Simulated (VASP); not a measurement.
# HgSe (zincblende type) (F-43m) in VASP: a series of runs

HgSe (zincblende type) is run at these levels: PBE, LDA; tasks: electric field gradients.

All numbers are computed with VASP 6.6.1; they aren't measurements. Logs are shortened: lines on timing, memory, paths and dates and some standing lists are left out, and cuts for length are marked.

## (1) The cell of the first run

The structure is cubic, space group F-43m (No. 216). The conventional cell has a = 6.262 Å, b = 6.262 Å, c = 6.262 Å, α = 90.00°, β = 90.00°, γ = 90.00°. Hg (site symmetry -43m) has 4 Se at 2.71 Å within 3.6 Å. Se (site symmetry -43m) has 4 Hg at 2.71 Å within 3.6 Å.

## (2) Electric field gradients, PBE, non-collinear spin, zero start, spin-orbit coupling

INCAR

```
PREC = Accurate ; ENCUT = 400
EDIFF = 1E-8 ; ISMEAR = -1
SIGMA = 0.03 ; LREAL = F
LASPH = T ; NELM = 200
ALGO = Normal ; ISIF = 2
LWAVE = F ; LCHARG = F
MAGMOM = 0 0 0 0 0 0 ; LORBIT = 11
LSORBIT = T ; GGA_COMPAT = F
LORBMOM = T ; GGA = PE
LEFG = T ; NBANDS = 30
```

KPOINTS

```
Automatic mesh
0
Gamma
  11 11 11
```

POSCAR

```
HgSe
1.0
    0.0000000000      3.1307779531      3.1307779531
    3.1307779531      0.0000000000      3.1307779531
    3.1307779531      3.1307779531      0.0000000000
Hg Se
1 1
Direct
    0.0000000000      0.0000000000      0.0000000000
    0.2500000000      0.2500000000      0.2500000000
```

Potentials or basis: VASP PAW PBE potentials, release 64 (Hg, Se).

Launch:

```
cat potpaw_PBE.64/Hg/POTCAR potpaw_PBE.64/Se/POTCAR > POTCAR
mpirun -np 1 vasp_ncl > vasp.out
```

OUTCAR:

```text
PREC = Accurate
   ENCUT = 400
   EDIFF = 1E-8
   ISMEAR = -1
   LREAL = F
   LASPH = T
   NELM = 200
   ISIF = 2
   LORBIT = 11
   LSORBIT = T
   GGA = PE

 ion  position               nearest neighbor table
   1  0.000  0.000  0.000-   2 2.71   2 2.71   2 2.71   2 2.71
   2  0.250  0.250  0.250-   1 2.71   1 2.71   1 2.71   1 2.71

  LATTYP: Found a face centered cubic cell.
 ALAT       =     6.2615559062

  Lattice vectors:

 A1 = (   0.0000000000,   3.1307779531,   3.1307779531)
 A2 = (   3.1307779531,   0.0000000000,   3.1307779531)
 A3 = (   3.1307779531,   3.1307779531,   0.0000000000)

Analysis of symmetry for initial positions (statically):
=====================================================================
 Subroutine PRICEL returns:
 Original cell was already a primitive cell.

 Routine SETGRP: Setting up the symmetry group for a
 face centered cubic supercell.

 Subroutine GETGRP returns: Found 24 space group operations
 (whereof 24 operations were pure point group operations)
 out of a pool of 48 trial point group operations.

The static configuration has the point symmetry T_d .

Analysis of symmetry for dynamics (positions and initial velocities):
=====================================================================
 Subroutine PRICEL returns:
 Original cell was already a primitive cell.

 Routine SETGRP: Setting up the symmetry group for a
 face centered cubic supercell.

 Subroutine GETGRP returns: Found 24 space group operations
 (whereof 24 operations were pure point group operations)
 out of a pool of 48 trial point group operations.

The dynamic configuration has the point symmetry T_d .

Analysis of structural, dynamic, and magnetic symmetry:
=====================================================================
 Subroutine PRICEL returns:
 Original cell was already a primitive cell.

 Routine SETGRP: Setting up the symmetry group for a
 face centered cubic supercell.

 Subroutine GETGRP returns: Found 24 space group operations
 (whereof 24 operations were pure point group operations)
 out of a pool of 48 trial point group operations.

The overall configuration has the point symmetry T_d .

 Subroutine INISYM returns: Found 24 space group operations
 (whereof 24 operations are pure point group operations),
 and found     1 'primitive' translations

----------------------------------------------------------------------------------------

                                     Primitive cell

  volume of cell :      61.3743

  direct lattice vectors                    reciprocal lattice vectors
     0.000000000  3.130777953  3.130777953    -0.159704715  0.159704715  0.159704715
     3.130777953  0.000000000  3.130777953     0.159704715 -0.159704715  0.159704715
     3.130777953  3.130777953  0.000000000     0.159704715  0.159704715 -0.159704715

  length of vectors
     4.427588642  4.427588642  4.427588642     0.276616680  0.276616680  0.276616680

  position of ions in fractional coordinates (direct lattice)
     0.000000000  0.000000000  0.000000000
     0.250000000  0.250000000  0.250000000

  ion indices of the primitive-cell ions
   primitive index   ion index
                 1           1
                 2           2

----------------------------------------------------------------------------------------

 KPOINTS: Automatic mesh

Automatic generation of k-mesh.
 Grid dimensions read from file:
 generate k-points for:   11   11   11

 Generating k-lattice:

[... 921 lines left out ...]
  Total       -0.0695029     -0.0695029     -0.0695029      0.0000000     -0.0000000     -0.0000000
  in kB       -1.8143726     -1.8143726     -1.8143726      0.0000000     -0.0000000     -0.0000000
  external PRESSURE =      -1.8143726 kB  Pullay stress =       0.0000000 kB

 VOLUME and BASIS-vectors are now :
 -----------------------------------------------------------------------------
  energy-cutoff  :      400.00
  volume of cell :       61.37
      direct lattice vectors                 reciprocal lattice vectors
     0.000000000  3.130777953  3.130777953    -0.159704715  0.159704715  0.159704715
     3.130777953  0.000000000  3.130777953     0.159704715 -0.159704715  0.159704715
     3.130777953  3.130777953  0.000000000     0.159704715  0.159704715 -0.159704715

 POSITION                                       TOTAL-FORCE (eV/Angst)
 -----------------------------------------------------------------------------------
      0.00000      0.00000      0.00000        -0.000000     -0.000000     -0.000000
      1.56539      1.56539      1.56539         0.000000      0.000000      0.000000
 -----------------------------------------------------------------------------------
    total drift:                                0.000000      0.000000      0.000000

  FREE ENERGIE OF THE ION-ELECTRON SYSTEM (eV)
  ---------------------------------------------------
  free  energy   TOTEN  =        -4.3853127864 eV

  energy  without entropy=       -4.3851803521  energy(sigma->0) =       -4.38524657

 Electric field gradients (V/A^2)
---------------------------------------------------------------------
 ion       V_xx      V_yy      V_zz      V_xy      V_xz      V_yz
---------------------------------------------------------------------
   1      -0.000    -0.000     0.000     0.001     0.001     0.001
   2      -0.000    -0.000    -0.000    -0.000    -0.000    -0.000
---------------------------------------------------------------------

 Electric field gradients after diagonalization (V/A^2)
 (convention: |V_zz| > |V_xx| > |V_yy|)
----------------------------------------------------------------------
 ion       V_xx      V_yy      V_zz     asymmetry (V_yy - V_xx)/ V_zz
----------------------------------------------------------------------
   1      -0.001    -0.001     0.002       0.000
   2       0.000     0.000    -0.001       0.000
----------------------------------------------------------------------

           NMR quadrupolar parameters

 Cq : quadrupolar parameter    Cq=e*Q*V_zz/h
 eta: asymmetry parameters     (V_yy - V_xx)/ V_zz
 Q  : nuclear electric quadrupole moment in mb (millibarn)
----------------------------------------------------------------------
 ion       Cq(MHz)       eta       Q (mb)
----------------------------------------------------------------------
   1       0.000       0.000       1.000
   2      -0.000       0.000       1.000
----------------------------------------------------------------------

 orbital moment (x)

 # of ion     p       d       tot
 ----------------------------------------
  1         0.000  -0.000  -0.000
  2        -0.000  -0.000  -0.000
 ----------------------------------------
            0.000  -0.000  -0.000

 orbital moment (y)

 # of ion     p       d       tot
 ----------------------------------------
  1         0.000   0.000   0.000
  2        -0.000   0.000  -0.000
 ----------------------------------------
            0.000   0.000   0.000

 orbital moment (z)

 # of ion     p       d       tot
 ----------------------------------------
  1         0.000   0.000   0.000
  2         0.000   0.000   0.000
 ----------------------------------------
            0.000   0.000   0.000

 Spin-Orbit-Coupling matrix elements

 Ion:    1  E_soc:     -0.5524199
 l=   1
     0.0000000    -0.0258783    -0.0258783
    -0.0258783     0.0000000    -0.0258783
    -0.0258783    -0.0258783     0.0000000
 l=   2
     0.0000000    -0.0133214     0.0000000    -0.0133214    -0.0528703
    -0.0133214     0.0000000    -0.0396527    -0.0133214    -0.0132176
     0.0000000    -0.0396527     0.0000000    -0.0396527     0.0000000
    -0.0133214    -0.0133214    -0.0396527     0.0000000    -0.0132176
    -0.0528703    -0.0132176     0.0000000    -0.0132176     0.0000000
 l=   3
     0.0000000     0.0000000     0.0000000     0.0000000     0.0000000     0.0000000     0.0000000
     0.0000000     0.0000000     0.0000000     0.0000000     0.0000000     0.0000000     0.0000000
     0.0000000     0.0000000     0.0000000     0.0000000     0.0000000     0.0000000     0.0000000
     0.0000000     0.0000000     0.0000000     0.0000000     0.0000000     0.0000000     0.0000000
     0.0000000     0.0000000     0.0000000     0.0000000     0.0000000     0.0000000     0.0000000
     0.0000000     0.0000000     0.0000000     0.0000000     0.0000000     0.0000000     0.0000000
     0.0000000     0.0000000     0.0000000     0.0000000     0.0000000     0.0000000     0.0000000

 Ion:    2  E_soc:     -0.0480971
 l=   1
     0.0000000    -0.0079959    -0.0079959
    -0.0079959     0.0000000    -0.0079959
    -0.0079959    -0.0079959     0.0000000
 l=   2
     0.0000000    -0.0000093     0.0000000    -0.0000093    -0.0000110
    -0.0000093     0.0000000    -0.0000083    -0.0000093    -0.0000028
     0.0000000    -0.0000083     0.0000000    -0.0000083     0.0000000
    -0.0000093    -0.0000093    -0.0000083     0.0000000    -0.0000028
    -0.0000110    -0.0000028     0.0000000    -0.0000028     0.0000000
 l=   3
     0.0000000     0.0000000     0.0000000     0.0000000     0.0000000     0.0000000     0.0000000
     0.0000000     0.0000000     0.0000000     0.0000000     0.0000000     0.0000000     0.0000000
     0.0000000     0.0000000     0.0000000     0.0000000     0.0000000     0.0000000     0.0000000
     0.0000000     0.0000000     0.0000000     0.0000000     0.0000000     0.0000000     0.0000000
     0.0000000     0.0000000     0.0000000     0.0000000     0.0000000     0.0000000     0.0000000
     0.0000000     0.0000000     0.0000000     0.0000000     0.0000000     0.0000000     0.0000000
     0.0000000     0.0000000     0.0000000     0.0000000     0.0000000     0.0000000     0.0000000

 total charge

# of ion       s       p       d       tot
------------------------------------------
    1        0.702   0.359   9.389  10.450
    2        1.467   2.267   0.028   3.762
--------------------------------------------------
tot          2.169   2.626   9.417  14.212

 magnetization (x)

# of ion       s       p       d       tot
------------------------------------------
    1        0.000  -0.000  -0.000  -0.000
    2        0.000  -0.000   0.000  -0.000
--------------------------------------------------
tot          0.000  -0.000  -0.000  -0.000

 magnetization (y)

# of ion       s       p       d       tot
------------------------------------------
    1        0.000   0.000   0.000   0.000
    2        0.000   0.000  -0.000  -0.000
--------------------------------------------------
tot          0.000   0.000  -0.000   0.000

 magnetization (z)

# of ion       s       p       d       tot
------------------------------------------
    1        0.000  -0.000  -0.000  -0.000
    2        0.000  -0.000  -0.000  -0.000
--------------------------------------------------
tot          0.000  -0.000  -0.000  -0.000
```

Wall time 3 min (1 thread of Intel Xeon Platinum 8559C (Emerald Rapids), shared host); peak memory 0.38 GiB.

Results:

```yaml
Free_energy: -4.3853 eV
Pressure: -0.2 GPa
Net_moment: 0.00 μB per cell
Valence_electrons_inside_the_program's_atomic_spheres: Hg 10.45; Se 3.76
```

Moments on the atoms (μB; x, y, z):
```
Hg  0.00 0.00 0.00
Se  0.00 0.00 0.00
```

Caveat: without QUAD_EFG the Cq values of the log hold for a quadrupole moment of 1 mb, not for the nuclei.

(Part 1 of 2 ends here.)
